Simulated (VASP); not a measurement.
# Ni (Fm-3m) in VASP: notebook, part 2 of 2

VASP 6.6.1.

### 4 Relaxation of cell and atoms, PBEsol, collinear spin, ferromagnetic start

File INCAR:

```
PREC = Accurate ; ENCUT = 600
EDIFF = 1E-7 ; ISMEAR = 0
SIGMA = 0.1 ; LREAL = False
LASPH = True ; NELM = 150
ALGO = Normal ; ISIF = 3
LWAVE = False ; LCHARG = False
ISPIN = 2 ; MAGMOM = 0.83
LORBIT = 11 ; LMAXMIX = 4
GGA = PS ; IBRION = 2
NSW = 100 ; EDIFFG = -0.005
```

File KPOINTS:

```
regular mesh
0
Gamma
  20 20 20
```

File POSCAR:

```
Ni
1.0
    0.0000000000      1.7330509473      1.7330509473
    1.7330509473      0.0000000000      1.7330509473
    1.7330509473      1.7330509473      0.0000000000
Ni
1
Direct
    0.0000000000      0.0000000000      0.0000000000
```

Potentials or basis: VASP PAW PBE potentials, release 64 (Ni).

Run with:

```console
$ cat potpaw_PBE.64/Ni/POTCAR > POTCAR
$ mpirun -np 1 vasp_std > vasp.out
```

OUTCAR:

```text
PREC = Accurate
   ENCUT = 600
   EDIFF = 1E-7
   ISMEAR = 0
   LREAL = False
   LASPH = True
   NELM = 150
   ISIF = 3
   ISPIN = 2
   LORBIT = 11
   GGA = PS
   IBRION = 2
   NSW = 100
   EDIFFG = -0.005

 ion  position               nearest neighbor table
   1  0.000  0.000  0.000-

  LATTYP: Found a face centered cubic cell.
 ALAT       =     3.4661018946

  Lattice vectors:

 A1 = (   0.0000000000,   1.7330509473,   1.7330509473)
 A2 = (   1.7330509473,   0.0000000000,   1.7330509473)
 A3 = (   1.7330509473,   1.7330509473,   0.0000000000)

Analysis of symmetry for initial positions (statically):
=====================================================================
 Subroutine PRICEL returns:
 Original cell was already a primitive cell.

 Routine SETGRP: Setting up the symmetry group for a
 face centered cubic supercell.

 Subroutine GETGRP returns: Found 48 space group operations
 (whereof 48 operations were pure point group operations)
 out of a pool of 48 trial point group operations.

The static configuration has the point symmetry O_h .

Analysis of symmetry for dynamics (positions and initial velocities):
=====================================================================
 Subroutine PRICEL returns:
 Original cell was already a primitive cell.

 Routine SETGRP: Setting up the symmetry group for a
 face centered cubic supercell.

 Subroutine GETGRP returns: Found 48 space group operations
 (whereof 48 operations were pure point group operations)
 out of a pool of 48 trial point group operations.

The dynamic configuration has the point symmetry O_h .

Analysis of structural, dynamic, and magnetic symmetry:
=====================================================================
 Subroutine PRICEL returns:
 Original cell was already a primitive cell.

 Routine SETGRP: Setting up the symmetry group for a
 face centered cubic supercell.

 Subroutine GETGRP returns: Found 48 space group operations
 (whereof 48 operations were pure point group operations)
 out of a pool of 48 trial point group operations.

The overall configuration has the point symmetry O_h .

 Subroutine INISYM returns: Found 48 space group operations
 (whereof 48 operations are pure point group operations),
 and found     1 'primitive' translations

----------------------------------------------------------------------------------------

                                     Primitive cell

  volume of cell :      10.4103

  direct lattice vectors                    reciprocal lattice vectors
     0.000000000  1.733050947  1.733050947    -0.288508541  0.288508541  0.288508541
     1.733050947  0.000000000  1.733050947     0.288508541 -0.288508541  0.288508541
     1.733050947  1.733050947  0.000000000     0.288508541  0.288508541 -0.288508541

  length of vectors
     2.450904154  2.450904154  2.450904154     0.499711451  0.499711451  0.499711451

  position of ions in fractional coordinates (direct lattice)
     0.000000000  0.000000000  0.000000000

  ion indices of the primitive-cell ions
   primitive index   ion index
                 1           1

[... 60 lines left out ...]
   NGXF,Y,Z  is equivalent  to a cutoff of  27.13, 27.13, 27.13 a.u.
 SYSTEM =  unknown system
   PREC   = accura    normal or accurate (medium, high low for compatibility)
   ISTART =      0    job   : 0-new  1-cont  2-samecut
   ICHARG =      2    charge: 1-file 2-atom 10-const
   ISPIN  =      2    spin polarized calculation?
   LNONCOLLINEAR =      F non collinear calculations
   LSORBIT =      F    spin-orbit coupling
   LASPH  =      T    aspherical Exc in radial PAW
   ENCUT  =  600.0 eV  44.10 Ry    6.64 a.u.   4.90  4.90  4.90*2*pi/ulx,y,z
   NELM   =    150;   NELMIN=  2; NELMDL= -5     # of ELM steps
   EDIFF  = 0.1E-06   stopping-criterion for ELM
   LREAL  =      F    real-space projection
   EDIFFG = -.5E-02   stopping-criterion for IOM
   NSW    =    100    number of steps for IOM
   IBRION =      2    ionic relax: 0-MD 1-quasi-New 2-CG
   NFREE  =      1    steps in history (QN), initial steepest desc. (CG)
   ISIF   =      3    stress and relaxation
   ISYM   =      2    0-nonsym 1-usesym 2-fastsym
   POTIM  = 0.5000    time-step for ionic-motion
   TEBEG  =    0.0;   TEEND  =   0.0 temperature during run
   PSTRESS=    0.0 pullay stress
   NELECT =      10.0000    total number of electrons
   NUPDOWN=      -1.0000    fix difference up-down
   EMIN   =  10.00;   EMAX   =-10.00  energy-range for DOS
   EFERMI =   0.00;   METHOD = LEGACY
   ISMEAR =     0;   SIGMA  =   0.10  broadening in eV -4-tet -1-fermi 0-gaus
   EFERMI_NEDOS =   21; number of points for ismear=-14 and -15
   IALGO  =     38    algorithm
   IMIX   =      4    mixing-type and parameters
     AMIX     =   0.40;   BMIX     =  1.00
     AMIX_MAG =   1.60;   BMIX_MAG =  1.00
  volume/ion in A,a.u.               =      10.41        70.25
  Fermi-wavevector in a.u.,A,eV,Ry     =   1.615301  3.052477 35.500291  2.609198
  Thomas-Fermi vector in A             =   2.710071
   LORBIT       =     11    0 simple, 1 ext, 2 COOP (PROOUT), +10 PAW based schemes
   GGA     = PS    functional components
   LHFCALC =     F    Hartree Fock is set to
   AEXX    =    0.0000 exact exchange contribution
   IVDW    =     0    specifies the selected vdW correction
   LEPSILON=     F    determine dielectric tensor
   LRPA    =     F    only Hartree local field effects (RPA)
 conjugate gradient relaxation of ions
 spin polarized calculation
 Gauss-broadening in eV      SIGMA  =   0.10
  energy-cutoff  :      600.00
  volume of cell :       10.41
 maximum number of plane-waves:       360
   NGX =  9   NGY =  9   NGZ =  9

--------------------------------------- Ionic step        1  -------------------------------------------

 number of electron      10.0000000 magnetization       0.8300000

 number of electron       9.9999996 magnetization       0.6232507

 Free energy of the ion-electron system (eV)
  ---------------------------------------------------
  ext. energy  EPLUGINS =         0.00000000
  ---------------------------------------------------
  free energy    TOTEN  =        -6.13969781 eV

  energy without entropy =       -6.13118731  energy(sigma->0) =       -6.13544256

------------------------ aborting loop because EDIFF is reached ----------------------------------------

  FORCE on cell =-STRESS in cart. coord.  units (eV):
  Direction    XX          YY          ZZ          XY          YZ          ZX
  --------------------------------------------------------------------------------------
  -------------------------------------------------------------------------------------
  Total       -0.0473585     -0.0473585     -0.0473585      0.0000000      0.0000000      0.0000000
  in kB       -7.2886027     -7.2886027     -7.2886027      0.0000000      0.0000000      0.0000000
  external PRESSURE =      -7.2886027 kB  Pullay stress =       0.0000000 kB
[... 57 lines left out ...]
--------------------------------------- Ionic step        3  -------------------------------------------

 number of electron       9.9999995 magnetization       0.6227057

 Free energy of the ion-electron system (eV)
  ---------------------------------------------------
  ext. energy  EPLUGINS =         0.00000000
  ---------------------------------------------------
  free energy    TOTEN  =        -6.13977747 eV

  energy without entropy =       -6.13130296  energy(sigma->0) =       -6.13554021

 E-fermi :   9.8745     XC(G=0): -13.7194

 val. band max:        9.8741384784   @ k =  -0.4000   0.2500   0.0000
 cond. band min:       9.8757085994   @ k =   0.4000   0.0000   0.0000
 fundamental gap:      0.0015701210
 Fermi energy:         9.8745186993

 spin component 1

 k-point     1 :       0.0000    0.0000    0.0000
  band No.  band energies     occupation
      1       0.4784      1.00000
      2       7.3226      1.00000
      3       7.3226      1.00000
      4       7.3226      1.00000
      5       8.5736      1.00000
      6       8.5736      1.00000
      7      33.9735      0.00000
      8      38.1858      0.00000
      9      38.1858      0.00000
[... 265 lines left out ...]
 k-point    24 :      -0.3500    0.0500    0.0000
  band No.  band energies     occupation
      1       4.4078      1.00000
      2       7.4036      1.00000
      3       7.4623      1.00000
      4       7.5596      1.00000
      5       8.9417      1.00000
      6       9.3106      1.00000
      7      19.3696      0.00000
      8      32.0449      0.00000
      9      34.5516      0.00000

 [... further k-points ...]

 spin component 2

 k-point     1 :       0.0000    0.0000    0.0000
  band No.  band energies     occupation
      1       0.4697      1.00000
      2       8.0412      1.00000
      3       8.0412      1.00000
      4       8.0412      1.00000
      5       9.1826      1.00000
      6       9.1826      1.00000
      7      33.8668      0.00000
      8      38.1845      0.00000
      9      38.1845      0.00000
[... 304 lines left out ...]
  FREE ENERGIE OF THE ION-ELECTRON SYSTEM (eV)
  ---------------------------------------------------
  free  energy   TOTEN  =        -6.1397774673 eV

  energy  without entropy=       -6.1313029551  energy(sigma->0) =       -6.13554021

 reached required accuracy - stopping structural energy minimisation

 total charge

# of ion       s       p       d       tot
------------------------------------------
    1        0.522   0.547   8.334   9.402

 magnetization (x)

# of ion       s       p       d       tot
------------------------------------------
    1       -0.006  -0.024   0.659   0.628
```

OSZICAR:

```text
N       E                     dE             d eps       ncg     rms          rms(c)
DAV:   1     0.247218259683E+02    0.24722E+02   -0.53231E+03  9400   0.162E+03
[... 26 lines left out ...]
DAV:   2    -0.614047421540E+01    0.15419E-02   -0.33148E-02  9659   0.282E+00    0.207E-01
DAV:   3    -0.613982794246E+01    0.64627E-03   -0.48692E-03  9562   0.114E+00    0.635E-02
DAV:   4    -0.613978378502E+01    0.44157E-04   -0.28028E-05 10394   0.491E-02    0.359E-02
DAV:   5    -0.613977658642E+01    0.71986E-05   -0.13595E-05 12334   0.294E-02    0.647E-03
DAV:   6    -0.613977709957E+01   -0.51315E-06   -0.19884E-07  6739   0.427E-03    0.382E-03
DAV:   7    -0.613977744561E+01   -0.34604E-06   -0.12653E-07  5569   0.623E-03    0.466E-04
DAV:   8    -0.613977746731E+01   -0.21697E-07   -0.35331E-09  4630   0.803E-04
   3 F= -.61397775E+01 E0= -.61355402E+01  d E =-.796550E-04  mag=     0.6227
```

Run time: 48 s. Hardware: 1 thread of Intel Xeon 6975P-C (Granite Rapids), shared host; peak memory 0.17 GiB.

Results:

- Free energy: -6.1398 eV
- Relaxed volume: 10.38 Å³/atom
- Relaxed cell: a = 2.448 Å, b = 2.448 Å, c = 2.448 Å, α = 60.00°, β = 60.00°, γ = 60.00°
- Space group after relaxing (to 0.1 Å): Fm-3m (No. 225)
- Energy gained by relaxing: 0.1 meV/atom
- Ionic steps: 3
- Pressure after relaxing: 0.0 GPa
- Net moment: 0.62 μB per cell
- Site moments: Ni +0.63 μB
- Valence electrons inside the program's atomic spheres: Ni 9.40

Final structure:
```yaml
crystal:
  lattice:
    - [0.00000, 1.73113, 1.73113]
    - [1.73113, 0.00000, 1.73113]
    - [1.73113, 1.73113, 0.00000]
  atoms:
    - { symbol: Ni, position: [0.00000, 0.00000, 0.00000] }
```

Caveat: the PAW data sets were made with another functional, which shifts forces and pressure a little.

### 5 Summary

| task | cell | k mesh | cutoff (eV) | gap on the mesh (eV) | pressure (GPa) | moment (μB) |
| --- | --- | --- | --- | --- | --- | --- |
| single point | a = 2.451 Å, angles 60.0°, 1 atom | 10 × 10 × 10 | 520 | none | -0.2 | 0.71 |
| single point | a = 2.449 Å, angles 60.0°, 1 atom | 20 × 20 × 20 | 520 | none | -0.1 | 0.62 |
| relaxation of cell and atoms | relaxed from a = 2.451 Å, angles 60.0°, 1 atom | 20 × 20 × 20 | 600 | none | 0.0 | 0.62 |

Alike in all rows: level PBEsol; potentials or basis VASP PAW PBE potentials, release 64 (Ni); spin collinear, ferromagnetic start; smearing gaussian 0.1 eV.

Caveats: the PAW data sets were made with another functional, which shifts forces and pressure a little.

Absolute energies hang on the potentials; compare differences alone.
